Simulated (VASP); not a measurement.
# Zn18HO18 (a cell with a defect) in VASP: single point with PBE

Aim: the single point of Zn18HO18 (a cell with a defect) with PBE.

Everything below comes from runs of VASP 6.6.1. Logs are shortened: lines on timing, memory, paths and dates and some standing lists are left out, and cuts for length are marked.

### Step 1. The cell of the first run

The cell holds a defect, 37 atoms: a = 7.764 Å, b = 7.764 Å, c = 7.764 Å, α = 78.63°, β = 78.63°, γ = 78.63°.

### Step 2. Single point, PBE (with an interstitial atom, then relaxed in part)

The input, INCAR:

```
SYSTEM = Zn18HO18
ALGO = Normal
EDIFF = 1E-6
ENCUT = 520
GGA = PE
ISIF = 2
ISMEAR = 0
LASPH = .TRUE.
LCHARG = .FALSE.
LREAL = Auto
LWAVE = .FALSE.
NBANDS = 186
NELECT = 324.0
NELM = 80
PREC = Accurate
SIGMA = 0.01
```

The input, KPOINTS:

```
Automatic mesh
0
Gamma
  2 2 2
  0.5 0.5 0.5
```

The input, POSCAR:

```
Zn18HO18
1.0
   -4.9190862085      2.8400357467      5.2932332271
   -0.0000000001     -5.6800714933      5.2932332271
    4.9190862085      2.8400357466      5.2932332271
Zn O H
18 18 1
Direct
    0.4119648129      0.6970504821      0.4120863981
    0.7240255908      0.3889932701      0.3880792974
    0.0534661142      0.7232047107      0.7234215141
    0.0420516206      0.0676642476      0.4148215312
    0.3881643227      0.3891043554      0.7239854859
    0.7229526933      0.7233443907      0.0535766980
    0.7221272976      0.0598735728      0.7228142201
    0.0553645161      0.3919819462      0.0556601767
    0.4129892052      0.0675391904      0.0428774871
    0.4452219371      0.4474777424      0.1083096588
    0.7806004017      0.1127386165      0.1116999048
    0.1082933225      0.4476476255      0.4453660746
    0.1023846474      0.7648732753      0.1025528801
    0.4448254119      0.1152056497      0.4449802718
    0.7773192593      0.4461447892      0.7773483837
    0.7792199886      0.7798686502      0.4429734803
    0.1115900493      0.1128656226      0.7812281452
    0.4428828788      0.7799395213      0.7793359054
    0.5141541309      0.8525987786      0.5142798458
    0.8469235809      0.5176737425      0.5146031194
    0.1811197937      0.8499199238      0.8465553858
    0.1840318881      0.1866526019      0.5200882748
    0.5145974362      0.5178054859      0.8469906927
    0.8463184191      0.8498517524      0.1812387990
    0.8492490525      0.1839241214      0.8494655830
    0.1839039560      0.5143932005      0.1840617443
    0.5195704579      0.1864653365      0.1841517827
    0.5703987923      0.5733268623      0.2355856305
    0.9073534841      0.2377648946      0.2387811052
    0.2354425365      0.5734728667      0.5705869576
    0.2064170051      0.9449640557      0.2073290457
    0.5708254159      0.2406987097      0.5708715560
    0.9045481357      0.5710349057      0.9048991496
    0.9006820065      0.9034815563      0.5742795124
    0.2385380952      0.2384144739      0.9072578686
    0.5734334854      0.9037994615      0.9013337438
    0.1333591936      0.0408909908      0.1366530043
```

Potentials or basis: VASP PAW PBE potentials, release 64 (Zn, O, H).

Run with:

```sh
> cat potpaw_PBE.64/Zn/POTCAR potpaw_PBE.64/O/POTCAR potpaw_PBE.64/H/POTCAR > POTCAR
> mpirun -np 1 vasp_std > vasp.out
```

OUTCAR:

```text
SYSTEM = Zn18HO18
   EDIFF = 1E-6
   ENCUT = 520
   GGA = PE
   ISIF = 2
   ISMEAR = 0
   LASPH = .TRUE.
   LREAL = Auto
   NELECT = 324.0
   NELM = 80
   PREC = Accurate

 ion  position               nearest neighbor table
   1  0.412  0.697  0.412-  30 1.92  28 1.92  19 1.93
   2  0.724  0.389  0.388-  29 1.99  32 2.00  20 2.00  28 2.02
   3  0.053  0.723  0.723-  34 1.99  33 1.99  30 2.00  21 2.00
   4  0.042  0.068  0.415-  34 1.94  22 1.95  29 2.00  31 2.11
   5  0.388  0.389  0.724-  35 1.99  32 2.00  23 2.00  30 2.02
   6  0.723  0.723  0.054-  36 1.99  33 1.99  28 2.00  24 2.00
   7  0.722  0.060  0.723-  36 2.00  34 2.00  32 2.00  25 2.00
[... 27 lines left out ...]
  35  0.239  0.238  0.907-   5 1.99   8 2.00   9 2.00  17 2.00
  36  0.573  0.904  0.901-   9 1.94   6 1.99  18 1.99   7 2.00
  37  0.133  0.041  0.137-  31 0.99

  LATTYP: Found a trigonal (rhomboedric) cell.
 ALAT       =     7.7641181190
 COS(alpha) =     0.1971866321

  Lattice vectors:

 A1 = (  -4.9190862085,   2.8400357467,   5.2932332271)
 A2 = (  -0.0000000001,  -5.6800714933,   5.2932332271)
 A3 = (   4.9190862085,   2.8400357466,   5.2932332271)

Analysis of symmetry for initial positions (statically):
=====================================================================
 Subroutine PRICEL returns:
 Original cell was already a primitive cell.

 Routine SETGRP: Setting up the symmetry group for a
 trigonal (rhombohedral) supercell.

 Subroutine GETGRP returns: Found  1 space group operations
 (whereof  1 operations were pure point group operations)
 out of a pool of 12 trial point group operations.

The static configuration has the point symmetry C_1 .

Analysis of symmetry for dynamics (positions and initial velocities):
=====================================================================
 Subroutine PRICEL returns:
 Original cell was already a primitive cell.

 Routine SETGRP: Setting up the symmetry group for a
 trigonal (rhombohedral) supercell.

 Subroutine GETGRP returns: Found  1 space group operations
 (whereof  1 operations were pure point group operations)
 out of a pool of 12 trial point group operations.

The dynamic configuration has the point symmetry C_1 .

 Subroutine INISYM returns: Found  1 space group operations
 (whereof  1 operations are pure point group operations),
 and found     1 'primitive' translations

----------------------------------------------------------------------------------------

                                     Primitive cell

  volume of cell :     443.6909

  direct lattice vectors                    reciprocal lattice vectors
    -4.919086208  2.840035747  5.293233227    -0.101644895  0.058684707  0.062973483
    -0.000000000 -5.680071493  5.293233227    -0.000000000 -0.117369415  0.062973483
     4.919086208  2.840035747  5.293233227     0.101644895  0.058684707  0.062973483

  length of vectors
     7.764118119  7.764118119  7.764118119     0.133196243  0.133196243  0.133196243

  position of ions in fractional coordinates (direct lattice)
     0.411964813  0.697050482  0.412086398
     0.724025591  0.388993270  0.388079297
     0.053466114  0.723204711  0.723421514
     0.042051621  0.067664248  0.414821531
     0.388164323  0.389104355  0.723985486
     0.722952693  0.723344391  0.053576698
[... 29 lines left out ...]
     0.573433485  0.903799462  0.901333744
     0.133359194  0.040890991  0.136653004

  ion indices of the primitive-cell ions
   primitive index   ion index
                 1           1
                 2           2
                 3           3
                 4           4
                 5           5
                 6           6
[... 29 lines left out ...]
                36          36
                37          37

----------------------------------------------------------------------------------------

 KPOINTS: Automatic mesh

Automatic generation of k-mesh.
 Grid dimensions read from file:
 generate k-points for:    2    2    2

 Generating k-lattice:

  Cartesian coordinates                     Fractional coordinates (reciprocal lattice)
    -0.050822447  0.029342354  0.031486742     0.500000000  0.000000000 -0.000000000
    -0.000000000 -0.058684707  0.031486742     0.000000000  0.500000000  0.000000000
     0.050822447  0.029342354  0.031486742     0.000000000 -0.000000000  0.500000000

  Length of vectors
     0.066598121  0.066598121  0.066598121

  Shift w.r.t. Gamma in fractional coordinates (k-lattice)
     0.500000000  0.500000000  0.500000000

 Subroutine IBZKPT returns following result:
 ===========================================

 Found      4 irreducible k-points:

 Following reciprocal coordinates:
            Coordinates               Weight
  0.250000  0.250000  0.250000      2.000000
 -0.250000  0.250000  0.250000      2.000000
  0.250000 -0.250000  0.250000      2.000000
  0.250000  0.250000 -0.250000      2.000000
   k-points           NKPTS =      4   k-points in BZ     NKDIM =      4   number of bands    NBANDS=    186
   number of dos      NEDOS =    301   number of ions     NIONS =     37
   total plane-waves  NPLWV = 216000
   dimension x,y,z NGX =    60 NGY =   60 NGZ =   60
   dimension x,y,z NGXF=   120 NGYF=  120 NGZF=  120
   ions per type =              18  18   1
   NGX,Y,Z   is equivalent  to a cutoff of  12.85, 12.85, 12.85 a.u.
   NGXF,Y,Z  is equivalent  to a cutoff of  25.69, 25.69, 25.69 a.u.
 SYSTEM =  Zn18HO18
   PREC   = accura    normal or accurate (medium, high low for compatibility)
   ISTART =      0    job   : 0-new  1-cont  2-samecut
   ICHARG =      2    charge: 1-file 2-atom 10-const
   ISPIN  =      1    spin polarized calculation?
   LNONCOLLINEAR =      F non collinear calculations
   LSORBIT =      F    spin-orbit coupling
   LASPH  =      T    aspherical Exc in radial PAW
   ENCUT  =  520.0 eV  38.22 Ry    6.18 a.u.  14.44 14.44 14.44*2*pi/ulx,y,z
   NELM   =     80;   NELMIN=  2; NELMDL= -5     # of ELM steps
   EDIFF  = 0.1E-05   stopping-criterion for ELM
   LREAL  =      T    real-space projection
   EDIFFG = 0.1E-04   stopping-criterion for IOM
   NSW    =      0    number of steps for IOM
   IBRION =     -1    ionic relax: 0-MD 1-quasi-New 2-CG
   NFREE  =      0    steps in history (QN), initial steepest desc. (CG)
   ISIF   =      2    stress and relaxation
   ISYM   =      2    0-nonsym 1-usesym 2-fastsym
   POTIM  = 0.5000    time-step for ionic-motion
   TEBEG  =    0.0;   TEEND  =   0.0 temperature during run
   PSTRESS=    0.0 pullay stress
   NELECT =     324.0000    total number of electrons
   NUPDOWN=      -1.0000    fix difference up-down
   EMIN   =  10.00;   EMAX   =-10.00  energy-range for DOS
   EFERMI =   0.00;   METHOD = LEGACY
   ISMEAR =     0;   SIGMA  =   0.01  broadening in eV -4-tet -1-fermi 0-gaus
   EFERMI_NEDOS =   21; number of points for ismear=-14 and -15
   IALGO  =     38    algorithm
   IMIX   =      4    mixing-type and parameters
     AMIX     =   0.40;   BMIX     =  1.00
     AMIX_MAG =   1.60;   BMIX_MAG =  1.00
  volume/ion in A,a.u.               =      11.99        80.92
  Fermi-wavevector in a.u.,A,eV,Ry     =   1.474222  2.785876 29.569971  2.173332
  Thomas-Fermi vector in A             =   2.589020
   LORBIT       =      0    0 simple, 1 ext, 2 COOP (PROOUT), +10 PAW based schemes
   GGA     = PE    functional components
   LHFCALC =     F    Hartree Fock is set to
   AEXX    =    0.0000 exact exchange contribution
   IVDW    =     0    specifies the selected vdW correction
   LEPSILON=     F    determine dielectric tensor
   LRPA    =     F    only Hartree local field effects (RPA)
 non-spin polarized calculation
 Gauss-broadening in eV      SIGMA  =   0.01
  energy-cutoff  :      520.00
  volume of cell :      443.69
 maximum number of plane-waves:     11981
 NGX is ok and might be reduce to    60
   NGX = 29   NGY = 29   NGZ = 29

 number of electron     323.9999906 magnetization

 Free energy of the ion-electron system (eV)
  ---------------------------------------------------
  ext. energy  EPLUGINS =         0.00000000
  ---------------------------------------------------
  free energy    TOTEN  =      -165.73885708 eV

  energy without entropy =     -165.73885708  energy(sigma->0) =     -165.73885708

 E-fermi :   0.8752     XC(G=0): -10.7123

 val. band max:        0.8267563731   @ k =   0.2500   0.2500   0.2500
 cond. band min:       2.7652961505   @ k =   0.2500   0.2500   0.2500
 fundamental gap:      1.9385397774
 Fermi energy:         0.8751566696

 k-point     1 :       0.2500    0.2500    0.2500
  band No.  band energies     occupation
      1     -18.5014      2.00000
      2     -16.8103      2.00000
      3     -16.5437      2.00000
      4     -16.5194      2.00000
      5     -16.4336      2.00000
      6     -16.3995      2.00000
[... 166 lines left out ...]
    173       6.5358      0.00000
    174       7.5511      0.00000

 k-point     2 :      -0.2500    0.2500    0.2500
  band No.  band energies     occupation
      1     -18.5012      2.00000
      2     -16.7696      2.00000
      3     -16.5958      2.00000
      4     -16.5507      2.00000
      5     -16.4552      2.00000
      6     -16.4260      2.00000
[... 166 lines left out ...]
    173       6.9193      0.00000
    174       7.1178      0.00000

 k-point     3 :       0.2500   -0.2500    0.2500
  band No.  band energies     occupation
      1     -18.5012      2.00000
      2     -16.7709      2.00000
      3     -16.5882      2.00000
      4     -16.5413      2.00000
      5     -16.4847      2.00000
      6     -16.4190      2.00000
[... 166 lines left out ...]
    173       6.9103      0.00000
    174       7.1581      0.00000

 k-point     4 :       0.2500    0.2500   -0.2500
  band No.  band energies     occupation
      1     -18.5012      2.00000
      2     -16.7696      2.00000
      3     -16.5957      2.00000
      4     -16.5508      2.00000
      5     -16.4542      2.00000
      6     -16.4275      2.00000
[... 166 lines left out ...]
    173       6.9200      0.00000
    174       7.1164      0.00000
 [bands above 174 left out]

------------------------ aborting loop because EDIFF is reached ----------------------------------------

  FORCE on cell =-STRESS in cart. coord.  units (eV):
  Direction    XX          YY          ZZ          XY          YZ          ZX
  --------------------------------------------------------------------------------------
  -------------------------------------------------------------------------------------
  Total        1.5230399     -0.1873037      1.6540032      0.0257553     -0.4344826      0.0081927
  in kB        5.4997295     -0.6763577      5.9726408      0.0930030     -1.5689259      0.0295841
  external PRESSURE =       3.5986709 kB  Pullay stress =       0.0000000 kB

 VOLUME and BASIS-vectors are now :
 -----------------------------------------------------------------------------
  energy-cutoff  :      520.00
  volume of cell :      443.69
      direct lattice vectors                 reciprocal lattice vectors
    -4.919086208  2.840035747  5.293233227    -0.101644895  0.058684707  0.062973483
    -0.000000000 -5.680071493  5.293233227    -0.000000000 -0.117369415  0.062973483
     4.919086208  2.840035747  5.293233227     0.101644895  0.058684707  0.062973483

 POSITION                                       TOTAL-FORCE (eV/Angst)
 -----------------------------------------------------------------------------------
      0.00060     -1.61896      8.05155         0.000140     -0.042324     -0.017108
     -1.65255      0.94891      7.94566         0.003257     -0.005941     -0.002514
      3.29557     -1.90147      7.94034        -0.001267      0.001185     -0.001080
      1.83369      0.91320      2.77650        -0.012907      0.006865     -0.005754
      1.65193      0.94840      7.94649         0.001018     -0.006226     -0.000993
     -3.29272     -1.90328      7.93918         0.000911      0.001481     -0.000273
[... 29 lines left out ...]
      1.61297     -0.94525     12.59031        -0.014527      0.013678     -0.011058
      0.01620      0.53458      1.64568        -0.004863     -0.117064     -0.033576
 -----------------------------------------------------------------------------------
    total drift:                                0.001644     -0.012098      0.042778

  FREE ENERGIE OF THE ION-ELECTRON SYSTEM (eV)
  ---------------------------------------------------
  free  energy   TOTEN  =      -165.7388570801 eV

  energy  without entropy=     -165.7388570801  energy(sigma->0) =     -165.73885708
```

Wall time 19 min (1 thread of Oxide Virtual Turin-like, shared host); peak memory 0.58 GiB.

What came out:

* Free energy: -165.7389 eV
* Largest force: 0.122 eV/Å

Forces in eV/Å, atoms in the order of the input:
```
Zn   0.000 -0.042 -0.017
Zn   0.003 -0.006 -0.003
Zn  -0.001  0.001 -0.001
Zn  -0.013  0.007 -0.006
Zn   0.001 -0.006 -0.001
Zn   0.001  0.001  0.000
Zn   0.000 -0.001 -0.002
Zn   0.001 -0.001  0.002
Zn   0.006  0.009 -0.004
Zn   0.000 -0.001  0.001
Zn  -0.001  0.001  0.001
Zn   0.001  0.001  0.001
Zn   0.000  0.001  0.009
Zn   0.001 -0.001 -0.003
Zn   0.001 -0.001 -0.001
Zn   0.004 -0.004  0.000
Zn   0.003  0.001 -0.001
Zn  -0.002 -0.004  0.001
O    0.001 -0.010  0.033
O    0.006  0.000  0.001
O   -0.006 -0.006  0.006
O   -0.009  0.001  0.018
O   -0.005  0.003  0.000
O    0.005 -0.003  0.006
O   -0.001 -0.001  0.002
O   -0.001  0.020 -0.001
O    0.010  0.001  0.018
O   -0.028  0.007 -0.013
O   -0.010  0.002 -0.003
O    0.031  0.006 -0.013
O   -0.001  0.118  0.031
O   -0.001  0.000  0.001
O    0.000 -0.001 -0.003
O    0.014  0.009 -0.010
O    0.010  0.004 -0.004
O   -0.015  0.014 -0.011
H   -0.005 -0.117 -0.034
```

Caveat: the cell carries a net charge on a neutralising background, which shifts energy and pressure; the cell differs from its parent crystal (with an interstitial atom, then relaxed in part); the cell is charged against a uniform background, so pressure and absolute levels hang on convention.
